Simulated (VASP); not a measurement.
# NbSi (rocksalt type) (Fm-3m) in VASP: a series of runs

NbSi (rocksalt type) is run at these levels: PBE; tasks: single point.

Everything below comes from runs of VASP 6.6.1. Logs are shortened: lines on timing, memory, paths and dates and some standing lists are left out, and cuts for length are marked.

## 1. The cell of the first run

The structure is cubic, space group Fm-3m (No. 225). The conventional cell has a = 4.934 Å, b = 4.934 Å, c = 4.934 Å, α = 90.00°, β = 90.00°, γ = 90.00°. Nb (site symmetry m-3m) has 6 Si at 2.47 Å within 3.3 Å. Si (site symmetry m-3m) has 6 Nb at 2.47 Å within 3.3 Å.

## 2. Single point, PBE (volume scaled by 0.88, to set the pressure)

INCAR

```
  PREC = Accurate
  ENCUT = 500
  EDIFF = 1E-6
  ISMEAR = -1
  SIGMA = 0.1
  LREAL = False
  LASPH = True
  NELM = 120
  ALGO = Normal
  ISIF = 2
  LWAVE = False
  LCHARG = False
  GGA = PE
  NBANDS = 16
  GGA_COMPAT = False
```

KPOINTS

```
regular mesh
0
Gamma
  13 13 13
```

POSCAR

```
NbSi
1.0
    0.0000000000      2.4668473682      2.4668473682
    2.4668473682      0.0000000000      2.4668473682
    2.4668473682      2.4668473682      0.0000000000
Nb Si
1 1
Direct
    0.0000000000      0.0000000000      0.0000000000
    0.5000000000      0.5000000000      0.5000000000
```

Potentials or basis: VASP PAW PBE potentials, release 64 (Nb_sv, Si).

The run is started by

```sh
$ cat potpaw_PBE.64/Nb_sv/POTCAR potpaw_PBE.64/Si/POTCAR > POTCAR
$ mpirun -np 1 vasp_std > vasp.out
```

OUTCAR:

```text
PREC = Accurate
   ENCUT = 500
   EDIFF = 1E-6
   ISMEAR = -1
   LREAL = False
   LASPH = True
   NELM = 120
   ISIF = 2
   GGA = PE

 ion  position               nearest neighbor table
   1  0.000  0.000  0.000-   2 2.47   2 2.47   2 2.47   2 2.47   2 2.47   2 2.47
   2  0.500  0.500  0.500-   1 2.47   1 2.47   1 2.47   1 2.47   1 2.47   1 2.47

  LATTYP: Found a face centered cubic cell.
 ALAT       =     4.9336947364

  Lattice vectors:

 A1 = (   0.0000000000,   2.4668473682,   2.4668473682)
 A2 = (   2.4668473682,   0.0000000000,   2.4668473682)
 A3 = (   2.4668473682,   2.4668473682,   0.0000000000)

Analysis of symmetry for initial positions (statically):
=====================================================================
 Subroutine PRICEL returns:
 Original cell was already a primitive cell.

 Routine SETGRP: Setting up the symmetry group for a
 face centered cubic supercell.

 Subroutine GETGRP returns: Found 48 space group operations
 (whereof 48 operations were pure point group operations)
 out of a pool of 48 trial point group operations.

The static configuration has the point symmetry O_h .

Analysis of symmetry for dynamics (positions and initial velocities):
=====================================================================
 Subroutine PRICEL returns:
 Original cell was already a primitive cell.

 Routine SETGRP: Setting up the symmetry group for a
 face centered cubic supercell.

 Subroutine GETGRP returns: Found 48 space group operations
 (whereof 48 operations were pure point group operations)
 out of a pool of 48 trial point group operations.

The dynamic configuration has the point symmetry O_h .

 Subroutine INISYM returns: Found 48 space group operations
 (whereof 48 operations are pure point group operations),
 and found     1 'primitive' translations

----------------------------------------------------------------------------------------

                                     Primitive cell

  volume of cell :      30.0232

  direct lattice vectors                    reciprocal lattice vectors
     0.000000000  2.466847368  2.466847368    -0.202687854  0.202687854  0.202687854
     2.466847368  0.000000000  2.466847368     0.202687854 -0.202687854  0.202687854
     2.466847368  2.466847368  0.000000000     0.202687854  0.202687854 -0.202687854

  length of vectors
     3.488649004  3.488649004  3.488649004     0.351065662  0.351065662  0.351065662

  position of ions in fractional coordinates (direct lattice)
[... 79 lines left out ...]
   EDIFF  = 0.1E-05   stopping-criterion for ELM
   LREAL  =      F    real-space projection
   EDIFFG = 0.1E-04   stopping-criterion for IOM
   NSW    =      0    number of steps for IOM
   IBRION =     -1    ionic relax: 0-MD 1-quasi-New 2-CG
   NFREE  =      0    steps in history (QN), initial steepest desc. (CG)
   ISIF   =      2    stress and relaxation
   ISYM   =      2    0-nonsym 1-usesym 2-fastsym
   POTIM  = 0.5000    time-step for ionic-motion
   TEBEG  =    0.0;   TEEND  =   0.0 temperature during run
   PSTRESS=    0.0 pullay stress
   NELECT =      17.0000    total number of electrons
   NUPDOWN=      -1.0000    fix difference up-down
   EMIN   =  10.00;   EMAX   =-10.00  energy-range for DOS
   EFERMI =   0.00;   METHOD = LEGACY
   ISMEAR =    -1;   SIGMA  =   0.10  broadening in eV -4-tet -1-fermi 0-gaus
   EFERMI_NEDOS =   21; number of points for ismear=-14 and -15
   IALGO  =     38    algorithm
   IMIX   =      4    mixing-type and parameters
     AMIX     =   0.40;   BMIX     =  1.00
     AMIX_MAG =   1.60;   BMIX_MAG =  1.00
  volume/ion in A,a.u.               =      15.01       101.30
  Fermi-wavevector in a.u.,A,eV,Ry     =   1.354375  2.559397 24.957589  1.834331
  Thomas-Fermi vector in A             =   2.481552
   LORBIT       =      0    0 simple, 1 ext, 2 COOP (PROOUT), +10 PAW based schemes
   GGA     = PE    functional components
   LHFCALC =     F    Hartree Fock is set to
   AEXX    =    0.0000 exact exchange contribution
   IVDW    =     0    specifies the selected vdW correction
   LEPSILON=     F    determine dielectric tensor
   LRPA    =     F    only Hartree local field effects (RPA)
 non-spin polarized calculation
  energy-cutoff  :      500.00
  volume of cell :       30.02
 maximum number of plane-waves:       772
 NGX is ok and might be reduce to    28
   NGX = 13   NGY = 13   NGZ = 13

 number of electron      17.0000001 magnetization

 Free energy of the ion-electron system (eV)
  ---------------------------------------------------
  ext. energy  EPLUGINS =         0.00000000
  ---------------------------------------------------
  free energy    TOTEN  =       -15.83746090 eV

  energy without entropy =      -15.79919133  energy(sigma->0) =      -15.81832612

 E-fermi :  12.0560     XC(G=0): -12.1965

 val. band max:       12.0556770721   @ k =  -0.2308   0.2308   0.0769
 cond. band min:      12.0840185518   @ k =  -0.4615   0.4615   0.0000
 fundamental gap:      0.0283414798
 Fermi energy:        12.0559553765

 k-point     1 :       0.0000    0.0000    0.0000
  band No.  band energies     occupation
      1     -43.0125      2.00000
      2     -19.0521      2.00000
      3     -19.0521      2.00000
      4     -19.0521      2.00000
      5       0.6662      2.00000
      6      10.4363      2.00000
[... 433 lines left out ...]
      3     -19.1328      2.00000
      4     -19.1146      2.00000
      5       3.8417      2.00000
      6       6.5512      2.00000
[... 8 lines left out ...]
     15      22.3967      0.00000
     16      22.4921      0.00000

 [... further k-points ...]

------------------------ aborting loop because EDIFF is reached ----------------------------------------

  FORCE on cell =-STRESS in cart. coord.  units (eV):
  Direction    XX          YY          ZZ          XY          YZ          ZX
  --------------------------------------------------------------------------------------
  -------------------------------------------------------------------------------------
  Total        4.5650948      4.5650948      4.5650948     -0.0000000      0.0000000     -0.0000000
  in kB      243.6147320    243.6147320    243.6147320     -0.0000000      0.0000000     -0.0000000
  external PRESSURE =     243.6147320 kB  Pullay stress =       0.0000000 kB

 VOLUME and BASIS-vectors are now :
 -----------------------------------------------------------------------------
  energy-cutoff  :      500.00
  volume of cell :       30.02
      direct lattice vectors                 reciprocal lattice vectors
     0.000000000  2.466847368  2.466847368    -0.202687854  0.202687854  0.202687854
     2.466847368  0.000000000  2.466847368     0.202687854 -0.202687854  0.202687854
     2.466847368  2.466847368  0.000000000     0.202687854  0.202687854 -0.202687854

 POSITION                                       TOTAL-FORCE (eV/Angst)
 -----------------------------------------------------------------------------------
      0.00000      0.00000      0.00000         0.000000      0.000000     -0.000000
      2.46685      2.46685      2.46685         0.000000      0.000000      0.000000
 -----------------------------------------------------------------------------------
    total drift:                               -0.000000      0.000000      0.000000

  FREE ENERGIE OF THE ION-ELECTRON SYSTEM (eV)
  ---------------------------------------------------
  free  energy   TOTEN  =       -15.8374609037 eV

  energy  without entropy=      -15.7991913298  energy(sigma->0) =      -15.81832612
```

OSZICAR:

```text
N       E                     dE             d eps       ncg     rms          rms(c)
DAV:   1     0.128252388794E+03    0.12825E+03   -0.82720E+03  2696   0.989E+02
DAV:   2    -0.115348143287E+02   -0.13979E+03   -0.13160E+03  3264   0.339E+02
DAV:   3    -0.166745324198E+02   -0.51397E+01   -0.50213E+01  4240   0.562E+01
DAV:   4    -0.168819250639E+02   -0.20739E+00   -0.20722E+00  3440   0.103E+01
DAV:   5    -0.168869798150E+02   -0.50548E-02   -0.50542E-02  4296   0.154E+00    0.102E+01
DAV:   6    -0.158299224467E+02    0.10571E+01   -0.24811E+00  4480   0.148E+01    0.336E+00
DAV:   7    -0.158357241831E+02   -0.58017E-02   -0.10466E-01  3264   0.249E+00    0.198E+00
DAV:   8    -0.158376904496E+02   -0.19663E-02   -0.22201E-02  5032   0.994E-01    0.387E-01
DAV:   9    -0.158374465857E+02    0.24386E-03   -0.56936E-04  3432   0.195E-01    0.177E-01
DAV:  10    -0.158374658236E+02   -0.19238E-04   -0.27804E-04  3248   0.178E-01    0.253E-02
DAV:  11    -0.158374633227E+02    0.25009E-05   -0.16160E-05  4112   0.361E-02    0.149E-02
DAV:  12    -0.158374610266E+02    0.22961E-05   -0.23178E-06  3168   0.172E-02    0.247E-03
DAV:  13    -0.158374609037E+02    0.12290E-06   -0.25383E-07  1872   0.432E-03
   1 F= -.15837461E+02 E0= -.15818326E+02  d E =-.382696E-01
```

It took 24 s on 1 thread of Intel Xeon 6975P-C (Granite Rapids), shared host; peak memory 0.17 GiB.

Results:

```
Free energy : -15.8375 eV
Pressure    : 24.4 GPa
```

Levels at points of the mesh, in eV from the Fermi level:
| k point | band 5 | band 6 | band 7 | band 8 | band 9 | band 10 | band 11 | band 12 |
| --- | --- | --- | --- | --- | --- | --- | --- | --- |
| (0.00, 0.00, 0.00) | -11.39 | -1.62 | -1.62 | -1.62 | -0.92 | -0.92 | 2.72 | 2.72 |

Caveat: the cell differs from its parent crystal (volume scaled by 0.88, to set the pressure).

## 3. Single point, PBE

INCAR

```
  PREC = Accurate
  ENCUT = 500
  EDIFF = 1E-6
  ISMEAR = -1
  SIGMA = 0.1
  LREAL = F
  LASPH = T
  NELM = 120
  ALGO = Normal
  ISIF = 2
  LWAVE = F
  LCHARG = F
  GGA = PE
  NBANDS = 16
  GGA_COMPAT = F
```

KPOINTS is that of step 2.

POSCAR

```
NbSi
1.0
    0.0000000000      2.4654839906      2.4654839906
    2.4654839906      0.0000000000      2.4654839906
    2.4654839906      2.4654839906      0.0000000000
Nb Si
1 1
Direct
    0.0000000000      0.0000000000      0.0000000000
    0.5000000000      0.5000000000      0.5000000000
```

Potentials or basis: VASP PAW PBE potentials, release 64 (Nb_sv, Si).

The run is started by

```sh
$ cat potpaw_PBE.64/Nb_sv/POTCAR potpaw_PBE.64/Si/POTCAR > POTCAR
$ mpirun -np 1 vasp_std > vasp.out
```

Run time: 23 s. Hardware: 1 thread of Intel Xeon 6975P-C (Granite Rapids), shared host; peak memory 0.17 GiB.

It converged, with:

```
Free energy : -15.8298 eV
Pressure    : 24.8 GPa
```

Levels at points of the mesh, in eV from the Fermi level:
| k point | band 5 | band 6 | band 7 | band 8 | band 9 | band 10 | band 11 | band 12 |
| --- | --- | --- | --- | --- | --- | --- | --- | --- |
| (0.00, 0.00, 0.00) | -11.40 | -1.62 | -1.62 | -1.62 | -0.92 | -0.92 | 2.72 | 2.72 |

## 4. Single point, PBE

INCAR is that of step 3.

KPOINTS is that of step 3.

POSCAR

```
NbSi
1.0
    0.0000000000      2.4652143793      2.4652143793
    2.4652143793      0.0000000000      2.4652143793
    2.4652143793      2.4652143793      0.0000000000
Nb Si
1 1
Direct
    0.0000000000      0.0000000000      0.0000000000
    0.5000000000      0.5000000000      0.5000000000
```

The run is started by

```sh
$ cat potpaw_PBE.64/Nb_sv/POTCAR potpaw_PBE.64/Si/POTCAR > POTCAR
$ mpirun -np 1 vasp_std > vasp.out
```

Wall time 23 s (1 thread of Intel Xeon 6975P-C (Granite Rapids), shared host); peak memory 0.17 GiB.

The run converged. Its results:

* Free energy: -15.8283 eV
* Pressure: 24.8 GPa

Levels at points of the mesh, in eV from the Fermi level:
```tsv
k point	band 5	band 6	band 7	band 8	band 9	band 10	band 11	band 12
(0.00, 0.00, 0.00)	-11.40	-1.63	-1.63	-1.63	-0.92	-0.92	2.72	2.72
```

## 5. Overview

```csv
cell,gap on the mesh (eV),pressure (GPa)
"a = 3.489 Å, angles 60.0°, 2 atoms",none,24.4
"a = 3.487 Å, angles 60.0°, 2 atoms",none,24.8
"a = 3.486 Å, angles 60.0°, 2 atoms",none,24.8
```

Alike in all rows: task single point; level PBE; potentials or basis VASP PAW PBE potentials, release 64 (Nb_sv, Si); no spin polarisation; k mesh 13 × 13 × 13; cutoff (eV) 500; smearing fermi-dirac 0.1 eV.

Absolute energies hang on the potentials; compare differences alone.
